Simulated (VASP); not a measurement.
A run of VASP 6.6.1:

INCAR

```
SYSTEM = KNaICl
  PREC = Accurate
  ENCUT = 600
  EDIFF = 1E-6
  ISMEAR = 0
  SIGMA = 0.02
  LREAL = .False.
  LASPH = .True.
  NELM = 80
  ALGO = Normal
  ISIF = 3
  LWAVE = .False.
  LCHARG = .False.
  GGA = CA
  IBRION = 2
  NSW = 100
  EDIFFG = -0.005
```

Contents of KPOINTS:

```
Automatic mesh
0
Gamma
  6 6 4
  0 0 0
```

The input POSCAR:

```
KNaICl
1.0
    4.3204478870      0.0000000000      0.0000000000
    0.0000000000      4.3204478870      0.0000000000
    0.0000000000      0.0000000000      6.4994237378
K Na I Cl
1 1 1 1
Direct
    0.5000000000      0.5000000000      0.5000000000
    0.0000000000      0.0000000000      0.0000000000
    0.5000000000      0.5000000000      0.0000000000
    0.0000000000      0.0000000000      0.5000000000
```

Potentials or basis: VASP PAW LDA potentials, release 64 (K_sv, Na_pv, I, Cl).

Run with:

```sh
$ cat potpaw_LDA.64/K_sv/POTCAR potpaw_LDA.64/Na_pv/POTCAR potpaw_LDA.64/I/POTCAR potpaw_LDA.64/Cl/POTCAR > POTCAR
$ mpirun -np 1 vasp_std > vasp.out
```

Hardware: 1 thread of Oxide Virtual Turin-like Processor, on a shared host.

Q: How long does it take, and how much memory?

A: It took 3.7 min on 1 thread of Oxide Virtual Turin-like Processor (shared host), peak memory 0.25 GiB. Counts: scf iterations 25, k points 30, ion steps 3.
